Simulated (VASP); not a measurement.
A run of VASP 6.6.1 is set up as follows.

File INCAR:

```
SYSTEM = Be4Se3
PREC = Accurate ; ENCUT = 520
EDIFF = 1E-6 ; ISMEAR = 0
SIGMA = 0.02 ; LREAL = .FALSE.
LASPH = .TRUE. ; NELM = 80
ALGO = Normal ; ISIF = 2
LWAVE = .FALSE. ; LCHARG = .TRUE.
GGA = PE ; LELF = .TRUE.
LVHAR = .TRUE. ; NBANDS = 22
```

KPOINTS

```
regular mesh
0
G
  10 10 4
  0 0 0
```

The input POSCAR:

```
Be4Se3
1.0
    2.5476250671     -2.5725187198      0.0020156354
    2.5476250671      2.5725187198      0.0020156354
   -1.2403581002      0.0000000000      9.6684453224
Be Se
4 3
Direct
    0.1020499797      0.6781299389      0.9010547036
    0.9835435595      0.4514486148      0.3656680092
    0.5485513852      0.0164564405      0.6343319908
    0.3218700611      0.8979500203      0.0989452964
    0.5756096828      0.5494546053      0.7717756286
    0.0157702855      0.9842297145      0.5000000000
    0.4505453947      0.4243903172      0.2282243714
```

Potentials or basis: VASP PAW PBE potentials, release 64 (Be, Se).

Run with:

```bash
$ cat potpaw_PBE.64/Be/POTCAR potpaw_PBE.64/Se/POTCAR > POTCAR
$ mpirun -np 1 vasp_std > vasp.out
```

**Question.** What does it give for the band gap on the k mesh?

**Answer.** 0.62 eV (least direct gap 1.04 eV).

**Question.** What does it give for the pressure?

**Answer.** 0.1 GPa.

Forces in eV/Å, atoms in the order of the input:
```
Be   0.000  0.000  0.009
Be   0.002  0.001 -0.002
Be  -0.002  0.001  0.002
Be   0.000  0.000 -0.009
Se  -0.002  0.000  0.001
Se   0.000 -0.002  0.000
Se   0.002  0.000 -0.001
```

A k mesh can miss the band edges.
